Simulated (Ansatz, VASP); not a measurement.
**Si2Mo: VASP beside Ansatz**

The input INCAR:

```
PREC = Accurate ; ENCUT = 520
EDIFF = 1E-6 ; ISMEAR = -1
SIGMA = 0.02 ; LREAL = F
LASPH = T ; NELM = 80
ALGO = Normal ; ISIF = 2
LWAVE = F ; LCHARG = T
GGA = PE ; LELF = T
LVHAR = T ; NBANDS = 43
```

KPOINTS

```
regular mesh
0
Gamma
  6 6 4
```

File POSCAR:

```
Si2Mo
1.0
    4.5840216858      0.0000000000      0.0000000000
   -2.2920108429      3.9698792314      0.0000000000
    0.0000000000      0.0000000000      6.5770742356
Si Mo
6 3
Direct
    0.1638644045      0.8361355955      0.8333333333
    0.3277288089      0.1638644045      0.1666666667
    0.8361355955      0.6722711911      0.5000000000
    0.8361355955      0.1638644045      0.8333333333
    0.6722711911      0.8361355955      0.1666666667
    0.1638644045      0.3277288089      0.5000000000
    0.5000000000      0.0000000000      0.5000000000
    0.0000000000      0.5000000000      0.1666666667
    0.5000000000      0.5000000000      0.8333333333
```

Input for Ansatz:

```yaml
crystal:
  lattice:
    - [4.5840216858, 0.0, 0.0]
    - [-2.2920108429, 3.9698792314, 0.0]
    - [0.0, 0.0, 6.5770742356]
  atoms:
    - { symbol: Si, position: [0.1638644045, 0.8361355955, 0.8333333333] }
    - { symbol: Si, position: [0.3277288089, 0.1638644045, 0.1666666667] }
    - { symbol: Si, position: [0.8361355955, 0.6722711911, 0.5] }
    - { symbol: Si, position: [0.8361355955, 0.1638644045, 0.8333333333] }
    - { symbol: Si, position: [0.6722711911, 0.8361355955, 0.1666666667] }
    - { symbol: Si, position: [0.1638644045, 0.3277288089, 0.5] }
    - { symbol: Mo, position: [0.5, 0.0, 0.5] }
    - { symbol: Mo, position: [0.0, 0.5, 0.1666666667] }
    - { symbol: Mo, position: [0.5, 0.5, 0.8333333333] }
kpoints:
  mp_grid: { grid: [6, 6, 4] }
  band_path:
    path:
      - [[0.0, 0.0, 0.0], [0.5, -3.912921514555e-18, -6.645961482353e-35], [0.3333333333333, 0.3333333333333, -8.344897897486e-36], [0.0, 0.0, 0.0], [2.505277707115e-52, 8.956438247118e-52, 0.5], [0.5, -3.912921514555e-18, 0.5], [0.3333333333333, 0.3333333333333, 0.5], [2.505277707115e-52, 8.956438247118e-52, 0.5]]
      - [[0.5, -3.912921514555e-18, 0.5], [0.5, -3.912921514555e-18, -6.645961482353e-35]]
      - [[0.3333333333333, 0.3333333333333, 0.5], [0.3333333333333, 0.3333333333333, -8.344897897486e-36]]
    npoints: 10
hamiltonian:
  xc: pbe
scf:
  occupations: { method: fermi_dirac, width: 0.02 }
  n_extra_bands: 6
output:
  forces: true
  stress: true
  eigenvalues: true
```

Alike in both runs: task single point; functional PBE; k mesh 6 × 6 × 4; occupations fermi-dirac, width 0.02 eV; no spin polarisation.

```csv
,VASP,Ansatz
version,VASP 6.6.1,Ansatz 0.2.0
potentials or method,"VASP PAW PBE potentials, release 64 (Si, Mo_sv)","plane waves, PAW"
plane-wave cutoff (eV),520,420
valence electrons in the cell,66,66
```

VASP gave:

| Item | Value |
| --- | --- |
| pressure (GPa) | 3.9 |
| traceless stress, the component that is largest in VASP (GPa) | -0.06 |
| rms of the force components (eV/Å) | 0.003 |

**Question.** Which values does Ansatz return?

**Answer.** Pressure (GPa): 3.8; traceless stress, the component that is largest in VASP (GPa): -0.05; rms of the force components (eV/Å): 0.005.

Atom by atom the forces differ by 0.002 eV/Å (rms over components). With one functional, cell and mesh, what is left measures potentials, basis and numerics.
